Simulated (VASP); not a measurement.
# AlN (F-43m) in VASP: further runs, part 2 of 2

VASP 6.6.1. The steps go on from the part before.

## 3. Relaxation of cell and atoms, PBE, target pressure 5 GPa, at which the enthalpy is minimised

This run uses another cell than the first one, of 10.41 Å³/atom, 1.023 times its volume.

File INCAR:

```
SYSTEM = AlN
PREC = Accurate ; ENCUT = 600
EDIFF = 1E-6 ; ISMEAR = 0
SIGMA = 0.02 ; LREAL = .FALSE.
LASPH = .TRUE. ; NELM = 100
ALGO = Normal ; ISIF = 3
LWAVE = .FALSE. ; LCHARG = .FALSE.
GGA = PE ; IBRION = 2
NSW = 70 ; EDIFFG = -0.008
PSTRESS = 50.0
```

File KPOINTS:

```
regular mesh
0
G
  10 10 10
  0 0 0
```

File POSCAR:

```
AlN
1.0
    0.0000000000      2.1833298487      2.1833298487
    2.1833298487      0.0000000000      2.1833298487
    2.1833298487      2.1833298487      0.0000000000
Al N
1 1
Direct
    0.0000000000      0.0000000000      0.0000000000
    0.7500000000      0.7500000000      0.7500000000
```

Potentials or basis: VASP PAW PBE potentials, release 64 (Al, N).

Started as:

```console
$ cat potpaw_PBE.64/Al/POTCAR potpaw_PBE.64/N/POTCAR > POTCAR
$ mpirun -np 1 vasp_std > vasp.out
```

Run time: 8.4 s. Hardware: 1 thread of Intel Xeon 6975P-C (Granite Rapids), shared host; peak memory 0.15 GiB.

It converged, with:

```yaml
Free_energy: -14.8404 eV
Relaxed_volume: 10.39 Å³/atom
Relaxed_cell: a = 3.086 Å, b = 3.086 Å, c = 3.086 Å, α = 60.00°, β = 60.00°, γ = 60.00°
Space_group_after_relaxing_to_0.05_Å: F-43m (No. 216)
Energy_change_on_relaxing_the_enthalpy_is_what_falls: +0.5 meV/atom
Ionic_steps: 3
Pressure_after_relaxing: 5.0 GPa
Band_gap_on_the_k_mesh: 3.32 eV, indirect (least direct gap 4.22 eV)
```

The path:
| step | energy change (eV) | largest force (eV/Å) | pressure (GPa) | volume (Å³) |
| --- | --- | --- | --- | --- |
| 1 | 0.0000 | 0.0000 | 4.67 | 20.82 |
| 2 | 0.0020 | 0.0000 | 5.34 | 20.75 |
| 3 | 0.0010 | 0.0000 | 5.00 | 20.78 |

Final structure:
```
Al N
1.0
     0.00000    2.18219    2.18219
     2.18219    0.00000    2.18219
     2.18219    2.18219    0.00000
Al N
1 1
Cartesian
  0.0000 0.0000 0.0000
  3.2733 3.2733 3.2733
```

Levels at points of the mesh, in eV from the valence-band top:
| k point | band 2 | band 3 | band 4 | band 5 | band 6 | band 7 |
| --- | --- | --- | --- | --- | --- | --- |
| (0.00, 0.00, 0.00) | 0.00 | 0.00 | 0.00 | 4.22 | 12.59 | 12.59 |
| (0.50, 0.00, 0.00) | -5.86 | -0.48 | -0.48 | 7.40 | 9.88 | 11.16 |
| (0.50, 0.50, 0.00) | -4.91 | -1.78 | -1.78 | 3.32 | 8.63 | 13.99 |

Caveat: the cell is relaxed towards a set pressure, so the enthalpy falls and the energy may rise.

## 4. Relaxation of cell and atoms, PBE, target pressure 2 GPa, at which the enthalpy is minimised

This run uses another cell than the first one, of 10.47 Å³/atom, 1.029 times its volume.

File INCAR:

```
SYSTEM = AlN
  PREC = Accurate
  ENCUT = 600
  EDIFF = 1E-6
  ISMEAR = 0
  SIGMA = 0.02
  LREAL = .FALSE.
  LASPH = .TRUE.
  NELM = 100
  ALGO = Normal
  ISIF = 3
  LWAVE = .FALSE.
  LCHARG = .FALSE.
  GGA = PE
  IBRION = 2
  NSW = 70
  EDIFFG = -0.008
  PSTRESS = 20.0
```

KPOINTS is that of step 3.

File POSCAR:

```
AlN
1.0
    0.0000000000      2.1875379069      2.1875379069
    2.1875379069      0.0000000000      2.1875379069
    2.1875379069      2.1875379069      0.0000000000
Al N
1 1
Direct
    0.0000000000      0.0000000000      0.0000000000
    0.7500000000      0.7500000000      0.7500000000
```

Started as:

```console
$ cat potpaw_PBE.64/Al/POTCAR potpaw_PBE.64/N/POTCAR > POTCAR
$ mpirun -np 1 vasp_std > vasp.out
```

Wall time 9.9 s (1 thread of Intel Xeon 6975P-C (Granite Rapids), shared host); peak memory 0.15 GiB.

Results (log left out):

```yaml
Free_energy: -14.8471 eV
Relaxed_volume: 10.54 Å³/atom
Relaxed_cell: a = 3.101 Å, b = 3.101 Å, c = 3.101 Å, α = 60.00°, β = 60.00°, γ = 60.00°
Space_group_after_relaxing_to_0.05_Å: F-43m (No. 216)
Energy_change_on_relaxing_the_enthalpy_is_what_falls: -1.3 meV/atom
Ionic_steps: 3
Pressure_after_relaxing: 2.0 GPa
Band_gap_on_the_k_mesh: 3.31 eV, indirect (least direct gap 4.09 eV)
```

The path:
```csv
step,energy change (eV),largest force (eV/Å),pressure (GPa),volume (Å³)
1,0.0000,0.0000,3.45,20.94
2,-0.0037,0.0000,0.68,21.22
3,-0.0025,0.0000,2.00,21.09
```

Final structure:
```
Al N
1.0
     0.00000    2.19272    2.19272
     2.19272    0.00000    2.19272
     2.19272    2.19272    0.00000
Al N
1 1
Direct
  0.00000 0.00000 0.00000
  0.75000 0.75000 0.75000
```

Levels at points of the mesh, in eV from the valence-band top:
| k point | band 1 | band 2 | band 3 | band 4 | band 5 | band 6 | band 7 | band 8 |
| --- | --- | --- | --- | --- | --- | --- | --- | --- |
| (0.00, 0.00, 0.00) | -14.91 | 0.00 | 0.00 | 0.00 | 4.09 | 12.44 | 12.44 | 12.44 |
| (0.50, 0.00, 0.00) | -12.90 | -5.80 | -0.48 | -0.48 | 7.27 | 9.78 | 11.07 | 11.07 |
| (0.50, 0.50, 0.00) | -12.28 | -4.87 | -1.76 | -1.76 | 3.31 | 8.54 | 13.80 | 15.59 |

Caveat: the cell is relaxed towards a set pressure, so the enthalpy falls and the energy may rise. A k mesh can miss the band edges.

## 5. Relaxation of cell and atoms, PBE, target pressure -2 GPa, at which the enthalpy is minimised

This run uses another cell than the first one, of 10.88 Å³/atom, 1.069 times its volume.

File INCAR:

```
PREC = Accurate ; ENCUT = 600
EDIFF = 1E-6 ; ISMEAR = 0
SIGMA = 0.02 ; LREAL = False
LASPH = True ; NELM = 100
ALGO = Normal ; ISIF = 3
LWAVE = False ; LCHARG = False
GGA = PE ; IBRION = 2
NSW = 70 ; EDIFFG = -0.008
PSTRESS = -20.0
```

File KPOINTS:

```
Automatic mesh
0
Gamma
  10 10 10
```

File POSCAR:

```
AlN
1.0
    0.0000000000      2.2157638114      2.2157638114
    2.2157638114      0.0000000000      2.2157638114
    2.2157638114      2.2157638114      0.0000000000
Al N
1 1
Direct
    0.0000000000      0.0000000000      0.0000000000
    0.7500000000      0.7500000000      0.7500000000
```

Started as:

```console
$ cat potpaw_PBE.64/Al/POTCAR potpaw_PBE.64/N/POTCAR > POTCAR
$ mpirun -np 1 vasp_std > vasp.out
```

Wall time 11 s (1 thread of Intel Xeon 6975P-C (Granite Rapids), shared host); peak memory 0.15 GiB.

Results (log left out):

| Item | Value |
| --- | --- |
| Free energy | -14.8481 eV |
| Relaxed volume | 10.76 Å³/atom |
| Relaxed cell | a = 3.122 Å, b = 3.122 Å, c = 3.122 Å, α = 60.00°, β = 60.00°, γ = 60.00° |
| Space group after relaxing (to 0.05 Å) | F-43m (No. 216) |
| Energy change on relaxing (the enthalpy is what falls) | -2.2 meV/atom |
| Ionic steps | 3 |
| Pressure after relaxing | -2.0 GPa |
| Band gap on the k mesh | 3.30 eV, indirect (least direct gap 3.91 eV) |

The path:
```csv
step,energy change (eV),largest force (eV/Å),pressure (GPa),volume (Å³)
1,0.0000,0.0000,-3.97,21.76
2,-0.0058,0.0000,-0.36,21.34
3,-0.0044,0.0000,-2.00,21.52
```

Final structure:
```
Al N
1.0
     0.00000    2.20777    2.20777
     2.20777    0.00000    2.20777
     2.20777    2.20777    0.00000
Al N
1 1
Direct
  0.00000 0.00000 0.00000
  0.75000 0.75000 0.75000
```

Levels at points of the mesh, in eV from the valence-band top:
```tsv
k point	band 1	band 2	band 3	band 4	band 5	band 6	band 7	band 8
(0.00, 0.00, 0.00)	-14.80	0.00	0.00	0.00	3.91	12.24	12.24	12.24
(0.50, 0.00, 0.00)	-12.84	-5.72	-0.48	-0.48	7.09	9.64	10.94	10.94
(0.50, 0.50, 0.00)	-12.24	-4.80	-1.74	-1.74	3.30	8.42	13.53	15.33
```

Caveat: the cell is relaxed towards a set pressure, so the enthalpy falls and the energy may rise. A k mesh can miss the band edges.

## 6. Single point, PBE (volume scaled by 0.91)

File INCAR:

```
ALGO     = Normal         # electronic algorithm
EDIFF    = 1E-6           # SCF threshold, eV
ENCUT    = 520            # plane-wave cutoff, eV
GGA      = PE             # functional
ISIF     = 2              # what is computed and relaxed
ISMEAR   = 0              # smearing method
LASPH    = True           # aspherical terms in the spheres
LCHARG   = False          # write CHGCAR
LREAL    = False          # projectors in reciprocal space
LWAVE    = False          # write WAVECAR
NBANDS   = 11             # bands
NELM     = 80             # most SCF steps
PREC     = Accurate       # precision mode
SIGMA    = 0.02           # smearing width, eV
```

File KPOINTS:

```
k-points
0
Gamma
  10 10 10
```

File POSCAR:

```
AlN
1.0
    0.0000000000      2.1334526252      2.1334526252
    2.1334526252      0.0000000000      2.1334526252
    2.1334526252      2.1334526252      0.0000000000
Al N
1 1
Direct
    0.0000000000      0.0000000000      0.0000000000
    0.7500000000      0.7500000000      0.7500000000
```

Potentials or basis: VASP PAW PBE potentials, release 64 (Al, N).

Started as:

```console
$ cat potpaw_PBE.64/Al/POTCAR potpaw_PBE.64/N/POTCAR > POTCAR
$ mpirun -np 1 vasp_std > vasp.out
```

It took 4.1 s on 1 thread of Intel Xeon 6975P-C (Granite Rapids), shared host; peak memory 0.13 GiB.

It converged, with:

* Free energy: -14.7281 eV
* Pressure: 21.6 GPa
* Band gap on the k mesh: 3.35 eV, indirect (least direct gap 4.83 eV)

Levels at points of the mesh, in eV from the valence-band top:
| k point | band 1 | band 2 | band 3 | band 4 | band 5 | band 6 | band 7 | band 8 |
| --- | --- | --- | --- | --- | --- | --- | --- | --- |
| (0.00, 0.00, 0.00) | -15.40 | 0.00 | 0.00 | 0.00 | 4.83 | 13.27 | 13.27 | 13.27 |
| (0.50, 0.00, 0.00) | -13.14 | -6.16 | -0.49 | -0.49 | 8.03 | 10.35 | 11.59 | 11.59 |
| (0.50, 0.50, 0.00) | -12.43 | -5.12 | -1.85 | -1.85 | 3.35 | 9.04 | 14.95 | 16.62 |

Caveat: the cell differs from its parent crystal (volume scaled by 0.91).

## 7. The runs side by side

```tsv
task	cell	cutoff (eV)	gap on the mesh (eV)	pressure (GPa)
relaxation of cell and atoms	relaxed to 10 GPa from a = 3.064 Å, angles 60.0°, 2 atoms	600	3.33	10.0
relaxation of cell and atoms	relaxed to 5 GPa from a = 3.088 Å, angles 60.0°, 2 atoms	600	3.32	5.0
relaxation of cell and atoms	relaxed to 2 GPa from a = 3.094 Å, angles 60.0°, 2 atoms	600	3.31	2.0
relaxation of cell and atoms	relaxed to -2 GPa from a = 3.134 Å, angles 60.0°, 2 atoms	600	3.30	-2.0
single point	a = 3.017 Å, angles 60.0°, 2 atoms	520	3.35	21.6
```

Alike in all rows: level PBE; potentials or basis VASP PAW PBE potentials, release 64 (Al, N); no spin polarisation; k mesh 10 × 10 × 10; smearing gaussian 0.02 eV.

Caveats: the cell is relaxed towards a set pressure, so the enthalpy falls and the energy may rise (some runs).

Absolute energies hang on the potentials; compare differences alone.
